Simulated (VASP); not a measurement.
# ScAl3 (Pm-3m) in VASP: single point with PBE

Aim: the single point of ScAl3 with PBE.

All numbers are computed with VASP 6.6.1; they aren't measurements. Logs are shortened: lines on timing, memory, paths and dates and some standing lists are left out, and cuts for length are marked.

## (1) The cell of the first run

It takes space group Pm-3m (No. 221, cubic). Conventional cell: a = 4.088 Å, b = 4.088 Å, c = 4.088 Å, α = 90.00°, β = 90.00°, γ = 90.00°. Within 3.8 Å of Sc (site symmetry m-3m) lie 12 Al at 2.89 Å. Al (site symmetry 4/mmm) has 4 Sc at 2.89 Å and 8 Al at 2.89 Å within 3.8 Å.

## (2) Single point, PBE

INCAR reads:

```
ALGO     = Normal         # electronic algorithm
EDIFF    = 1E-6           # SCF threshold, eV
ENCUT    = 520            # plane-wave cutoff, eV
GGA      = PE             # functional
ISIF     = 2              # what is computed and relaxed
ISMEAR   = -1             # smearing method
LASPH    = True           # aspherical terms in the spheres
LCHARG   = True           # write CHGCAR
LELF     = True           # ELF
LREAL    = False          # projectors in reciprocal space
LVHAR    = True         
LWAVE    = False          # write WAVECAR
NBANDS   = 18             # bands
NELM     = 80             # most SCF steps
PREC     = Accurate       # precision mode
SIGMA    = 0.1            # smearing width, eV
```

KPOINTS reads:

```
k-points
0
Gamma
  6 6 6
```

POSCAR reads:

```
ScAl3
1.0
    4.0878000000      0.0000000000      0.0000000000
    0.0000000000      4.0878000000      0.0000000000
    0.0000000000      0.0000000000      4.0878000000
Sc Al
1 3
Direct
    0.0000000000      0.0000000000      0.0000000000
    0.5000000000      0.0000000000      0.5000000000
    0.0000000000      0.5000000000      0.5000000000
    0.5000000000      0.5000000000      0.0000000000
```

Potentials or basis: VASP PAW PBE potentials, release 64 (Sc_sv, Al).

The run is started by

```bash
> cat potpaw_PBE.64/Sc_sv/POTCAR potpaw_PBE.64/Al/POTCAR > POTCAR
> mpirun -np 1 vasp_std > vasp.out
```

OUTCAR:

```text
EDIFF = 1E-6
   ENCUT = 520
   GGA = PE
   ISIF = 2
   ISMEAR = -1
   LASPH = True
   LREAL = False
   NELM = 80
   PREC = Accurate

 ion  position               nearest neighbor table
   1  0.000  0.000  0.000-   2 2.89   3 2.89   4 2.89   2 2.89   3 2.89   3 2.89   4 2.89   3 2.89
                             2 2.89   4 2.89   2 2.89   4 2.89
   2  0.500  0.000  0.500-   1 2.89   3 2.89   4 2.89   1 2.89   4 2.89   3 2.89   4 2.89   4 2.89
                             1 2.89   3 2.89   1 2.89   3 2.89
   3  0.000  0.500  0.500-   1 2.89   2 2.89   4 2.89   1 2.89   4 2.89   1 2.89   2 2.89   1 2.89
                             2 2.89   4 2.89   4 2.89   2 2.89
   4  0.500  0.500  0.000-   1 2.89   2 2.89   3 2.89   2 2.89   3 2.89   1 2.89   2 2.89   2 2.89
                             1 2.89   3 2.89   3 2.89   1 2.89

  LATTYP: Found a simple cubic cell.
 ALAT       =     4.0878000000

  Lattice vectors:

 A1 = (   4.0878000000,   0.0000000000,   0.0000000000)
 A2 = (   0.0000000000,   4.0878000000,   0.0000000000)
 A3 = (   0.0000000000,   0.0000000000,   4.0878000000)

Analysis of symmetry for initial positions (statically):
=====================================================================
 Subroutine PRICEL returns:
 Original cell was already a primitive cell.

 Routine SETGRP: Setting up the symmetry group for a
 simple cubic supercell.

 Subroutine GETGRP returns: Found 48 space group operations
 (whereof 48 operations were pure point group operations)
 out of a pool of 48 trial point group operations.

The static configuration has the point symmetry O_h .

Analysis of symmetry for dynamics (positions and initial velocities):
=====================================================================
 Subroutine PRICEL returns:
 Original cell was already a primitive cell.

 Routine SETGRP: Setting up the symmetry group for a
 simple cubic supercell.

 Subroutine GETGRP returns: Found 48 space group operations
 (whereof 48 operations were pure point group operations)
 out of a pool of 48 trial point group operations.

The dynamic configuration has the point symmetry O_h .

 Subroutine INISYM returns: Found 48 space group operations
 (whereof 48 operations are pure point group operations),
 and found     1 'primitive' translations

----------------------------------------------------------------------------------------

                                     Primitive cell

  volume of cell :      68.3076

  direct lattice vectors                    reciprocal lattice vectors
     4.087800000  0.000000000  0.000000000     0.244630364  0.000000000  0.000000000
     0.000000000  4.087800000  0.000000000     0.000000000  0.244630364  0.000000000
     0.000000000  0.000000000  4.087800000     0.000000000  0.000000000  0.244630364

  length of vectors
     4.087800000  4.087800000  4.087800000     0.244630364  0.244630364  0.244630364

  position of ions in fractional coordinates (direct lattice)
     0.000000000  0.000000000  0.000000000
     0.500000000  0.000000000  0.500000000
     0.000000000  0.500000000  0.500000000
     0.500000000  0.500000000  0.000000000

  ion indices of the primitive-cell ions
   primitive index   ion index
                 1           1
                 2           2
                 3           3
                 4           4

----------------------------------------------------------------------------------------

 KPOINTS: k-points

Automatic generation of k-mesh.
 Grid dimensions read from file:
 generate k-points for:    6    6    6

 Generating k-lattice:

  Cartesian coordinates                     Fractional coordinates (reciprocal lattice)
     0.040771727  0.000000000  0.000000000     0.166666667  0.000000000  0.000000000
     0.000000000  0.040771727  0.000000000     0.000000000  0.166666667  0.000000000
     0.000000000  0.000000000  0.040771727     0.000000000  0.000000000  0.166666667

  Length of vectors
     0.040771727  0.040771727  0.040771727

  Shift w.r.t. Gamma in fractional coordinates (k-lattice)
     0.000000000  0.000000000  0.000000000

 Subroutine IBZKPT returns following result:
 ===========================================

 Found     20 irreducible k-points:

 Following reciprocal coordinates:
            Coordinates               Weight
  0.000000  0.000000  0.000000      1.000000
  0.166667  0.000000  0.000000      6.000000
  0.333333  0.000000  0.000000      6.000000
  0.500000  0.000000  0.000000      3.000000
  0.166667  0.166667  0.000000     12.000000
  0.333333  0.166667  0.000000     24.000000
[... 12 lines left out ...]
  0.500000  0.500000  0.333333      6.000000
  0.500000  0.500000  0.500000      1.000000
   k-points           NKPTS =     20   k-points in BZ     NKDIM =     20   number of bands    NBANDS=     18
   number of dos      NEDOS =    301   number of ions     NIONS =      4
   total plane-waves  NPLWV =  27000
   dimension x,y,z NGX =    30 NGY =   30 NGZ =   30
   dimension x,y,z NGXF=    60 NGYF=   60 NGZF=   60
   ions per type =               1   3
   NGX,Y,Z   is equivalent  to a cutoff of  12.20, 12.20, 12.20 a.u.
   NGXF,Y,Z  is equivalent  to a cutoff of  24.40, 24.40, 24.40 a.u.
 SYSTEM =  unknown system
   PREC   = accura    normal or accurate (medium, high low for compatibility)
   ISTART =      0    job   : 0-new  1-cont  2-samecut
   ICHARG =      2    charge: 1-file 2-atom 10-const
   ISPIN  =      1    spin polarized calculation?
   LNONCOLLINEAR =      F non collinear calculations
   LSORBIT =      F    spin-orbit coupling
   LASPH  =      T    aspherical Exc in radial PAW
   ENCUT  =  520.0 eV  38.22 Ry    6.18 a.u.   7.60  7.60  7.60*2*pi/ulx,y,z
   NELM   =     80;   NELMIN=  2; NELMDL= -5     # of ELM steps
   EDIFF  = 0.1E-05   stopping-criterion for ELM
   LREAL  =      F    real-space projection
   EDIFFG = 0.1E-04   stopping-criterion for IOM
   NSW    =      0    number of steps for IOM
   IBRION =     -1    ionic relax: 0-MD 1-quasi-New 2-CG
   NFREE  =      0    steps in history (QN), initial steepest desc. (CG)
   ISIF   =      2    stress and relaxation
   ISYM   =      2    0-nonsym 1-usesym 2-fastsym
   POTIM  = 0.5000    time-step for ionic-motion
   TEBEG  =    0.0;   TEEND  =   0.0 temperature during run
   PSTRESS=    0.0 pullay stress
   NELECT =      20.0000    total number of electrons
   NUPDOWN=      -1.0000    fix difference up-down
   EMIN   =  10.00;   EMAX   =-10.00  energy-range for DOS
   EFERMI =   0.00;   METHOD = LEGACY
   ISMEAR =    -1;   SIGMA  =   0.10  broadening in eV -4-tet -1-fermi 0-gaus
   EFERMI_NEDOS =   21; number of points for ismear=-14 and -15
   IALGO  =     38    algorithm
   IMIX   =      4    mixing-type and parameters
     AMIX     =   0.40;   BMIX     =  1.00
     AMIX_MAG =   1.60;   BMIX_MAG =  1.00
  volume/ion in A,a.u.               =      17.08       115.24
  Fermi-wavevector in a.u.,A,eV,Ry     =   1.087081  2.054285 16.078615  1.181745
  Thomas-Fermi vector in A             =   2.223232
   LORBIT       =      0    0 simple, 1 ext, 2 COOP (PROOUT), +10 PAW based schemes
   GGA     = PE    functional components
   LHFCALC =     F    Hartree Fock is set to
   AEXX    =    0.0000 exact exchange contribution
   IVDW    =     0    specifies the selected vdW correction
   LEPSILON=     F    determine dielectric tensor
   LRPA    =     F    only Hartree local field effects (RPA)
 non-spin polarized calculation
  energy-cutoff  :      520.00
  volume of cell :       68.31
 maximum number of plane-waves:      1856
   NGX = 15   NGY = 15   NGZ = 15

 number of electron      19.9999996 magnetization

 Free energy of the ion-electron system (eV)
  ---------------------------------------------------
  ext. energy  EPLUGINS =         0.00000000
  ---------------------------------------------------
  free energy    TOTEN  =       -19.31071724 eV

  energy without entropy =      -19.25927533  energy(sigma->0) =      -19.28499628

 E-fermi :   7.3615     XC(G=0): -10.4166

 val. band max:        7.0770019537   @ k =   0.3333   0.3333   0.0000
 cond. band min:       7.3697140717   @ k =   0.5000   0.3333   0.1667
 fundamental gap:      0.2927121179
 Fermi energy:         7.3615252208

 k-point     1 :       0.0000    0.0000    0.0000
  band No.  band energies     occupation
      1     -41.6979      2.00000
      2     -20.4016      2.00000
      3     -20.4016      2.00000
      4     -20.4016      2.00000
      5      -2.7568      2.00000
      6       4.6512      2.00000
[... 10 lines left out ...]
     17      12.5701      0.00000
     18      12.5701      0.00000

 k-point     2 :       0.1667    0.0000    0.0000
  band No.  band energies     occupation
      1     -41.6976      2.00000
      2     -20.4098      2.00000
      3     -20.4010      2.00000
      4     -20.4010      2.00000
      5      -2.5016      2.00000
      6       3.1093      2.00000
[... 10 lines left out ...]
     17      12.6151      0.00000
     18      12.6151      0.00000

 k-point     3 :       0.3333    0.0000    0.0000
  band No.  band energies     occupation
      1     -41.6969      2.00000
      2     -20.4259      2.00000
      3     -20.3997      2.00000
      4     -20.3997      2.00000
      5      -1.7618      2.00000
      6       1.2238      2.00000
[... 10 lines left out ...]
     17      11.7755      0.00000
     18      12.8884      0.00000

 k-point     4 :       0.5000    0.0000    0.0000
  band No.  band energies     occupation
      1     -41.6966      2.00000
      2     -20.4340      2.00000
      3     -20.3991      2.00000
      4     -20.3991      2.00000
      5      -0.8847      2.00000
      6      -0.0559      2.00000
[... 291 lines left out ...]
      4     -20.4187      2.00000
      5       0.7365      2.00000
      6       1.6938      2.00000
[... 10 lines left out ...]
     17      11.6888      0.00000
     18      14.5313      0.00000

 k-point    19 :       0.5000    0.5000    0.3333
  band No.  band energies     occupation
      1     -41.6945      2.00000
      2     -20.4262      2.00000
      3     -20.4262      2.00000
      4     -20.4180      2.00000
      5       1.4622      2.00000
      6       2.1714      2.00000
[... 10 lines left out ...]
     17      11.3300      0.00000
     18      15.9240      0.00000

 k-point    20 :       0.5000    0.5000    0.5000
  band No.  band energies     occupation
      1     -41.6942      2.00000
      2     -20.4252      2.00000
      3     -20.4252      2.00000
      4     -20.4252      2.00000
      5       2.4751      2.00000
      6       2.4751      2.00000
[... 10 lines left out ...]
     17      11.3118      0.00000
     18      18.1954      0.00000

------------------------ aborting loop because EDIFF is reached ----------------------------------------

  FORCE on cell =-STRESS in cart. coord.  units (eV):
  Direction    XX          YY          ZZ          XY          YZ          ZX
  --------------------------------------------------------------------------------------
  -------------------------------------------------------------------------------------
  Total        0.5211175      0.5211175      0.5211175      0.0000000      0.0000000      0.0000000
  in kB       12.2229864     12.2229864     12.2229864      0.0000000      0.0000000      0.0000000
  external PRESSURE =      12.2229864 kB  Pullay stress =       0.0000000 kB

 VOLUME and BASIS-vectors are now :
 -----------------------------------------------------------------------------
  energy-cutoff  :      520.00
  volume of cell :       68.31
      direct lattice vectors                 reciprocal lattice vectors
     4.087800000  0.000000000  0.000000000     0.244630364  0.000000000  0.000000000
     0.000000000  4.087800000  0.000000000     0.000000000  0.244630364  0.000000000
     0.000000000  0.000000000  4.087800000     0.000000000  0.000000000  0.244630364

 POSITION                                       TOTAL-FORCE (eV/Angst)
 -----------------------------------------------------------------------------------
      0.00000      0.00000      0.00000         0.000000      0.000000      0.000000
      2.04390      0.00000      2.04390         0.000000      0.000000      0.000000
      0.00000      2.04390      2.04390         0.000000      0.000000      0.000000
      2.04390      2.04390      0.00000         0.000000      0.000000      0.000000
 -----------------------------------------------------------------------------------
    total drift:                                0.000000     -0.000000      0.000000

  FREE ENERGIE OF THE ION-ELECTRON SYSTEM (eV)
  ---------------------------------------------------
  free  energy   TOTEN  =       -19.3107172440 eV

  energy  without entropy=      -19.2592753258  energy(sigma->0) =      -19.28499628
```

It took 38 s on 1 thread of Intel Xeon 6975P-C, shared host; peak memory 0.17 GiB.

What came out:

```
Free energy            : -19.3107 eV
Pressure               : 1.2 GPa
Band gap on the k mesh : zero (band 10 reaches 8.14 eV, above the bottom of band 11 at 4.31 eV)
```

Levels at points of the mesh, in eV from the Fermi level:
```tsv
k point	band 6	band 7	band 8	band 9	band 10	band 11	band 12	band 13	band 14	band 15
(0.00, 0.00, 0.00)	-2.71	-2.71	-1.90	-1.90	-1.90	1.18	1.22	1.22	1.22	4.69
(0.50, 0.00, 0.00)	-7.42	-1.80	-1.80	-1.56	0.78	0.91	0.91	1.27	1.55	2.09
(0.50, 0.50, 0.00)	-5.72	-5.72	-4.45	-0.62	-0.62	1.12	1.29	2.00	2.42	3.35
(0.50, 0.50, 0.50)	-4.89	-4.89	-4.56	-3.05	-3.05	-3.05	0.87	2.53	2.53	3.95
```
